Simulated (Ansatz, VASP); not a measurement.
LiBC3: VASP beside Ansatz

```xyz
5
Lattice="-1.5844 1.5844 3.2554 1.5844 -1.5844 3.2554 1.5844 1.5844 -3.2554" Properties=species:S:1:pos:R:3 pbc="T T T"
Li    0.0000    0.0000    0.8860
B     0.0000    0.0000    3.2838
C     0.0000    1.5844    2.4980
C     1.5844    0.0000    2.4980
C     0.0000    0.0000    4.9684
```

Alike in both runs: functional PBE; k mesh 8 × 8 × 8; occupations gaussian, width 0.1 eV; no spin polarisation.

Ansatz relaxed the structure, and its values are those at the end. VASP's run is a single point on that final structure, the one shown.

|  | VASP | Ansatz |
| --- | --- | --- |
| version | VASP 6.6.1 | Ansatz 0.2.0 |
| potentials or method | VASP PAW PBE potentials, release 64 (Li_sv, B, C), cutoff 520 eV | scalar-relativistic, plane waves, PAW |
| valence electrons in the cell | 18 | 18 |

```csv
,VASP,Ansatz,Ansatz less VASP
gap on the k mesh at the Fermi level (eV),none,none,-
rms of the force components (eV/Å),0.005,0.005,-0.0003
```

A gap of «none» marks a metal or a gap that the smearing closes.

Noted on VASP's run: the cutoff is short for stress, so the pressure is rough.
